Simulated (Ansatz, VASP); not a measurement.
**CdS in VASP and in Ansatz**

```xyz
2
Lattice="0.0000 2.8771 2.8771 2.8771 0.0000 2.8771 2.8771 2.8771 0.0000" Properties=species:S:1:pos:R:3 pbc="T T T"
Cd    0.0000    0.0000    0.0000
S     4.3156    4.3156    4.3156
```

Change from the starting cell: volume scaled by 0.96.

Alike in both runs: task single point; functional BLYP; k mesh 8 × 8 × 8; occupations fermi-dirac, width 0.1 eV; non-collinear spin, spin-orbit coupling.

```csv
,VASP,Ansatz
version,VASP 6.6.1,Ansatz 0.2.0
potentials or method,"VASP PAW PBE potentials, release 64 (Cd, S)",PseudoDojo standard (PBE files)
plane-wave cutoff (eV),500,1388
valence electrons in the cell,18,26
```

VASP gave:

| Item | Value |
| --- | --- |
| pressure (GPa) | 9.8 |
| net moment per atom (μB) | 0.00 |

Task: Estimate Ansatz's values.

Result: Pressure (GPa): 9.6; net moment per atom (μB): 0.00.

VASP's potentials were made for PBE, not for BLYP. The functional is the same, so the differences come from potentials, cutoffs and numerics. VASP's potentials hold 18 valence electrons a cell and Ansatz's 26, so a difference there can come from the potentials and not from the codes.

Noted on Ansatz's run: the potentials were made for another functional, which shifts forces and pressure.
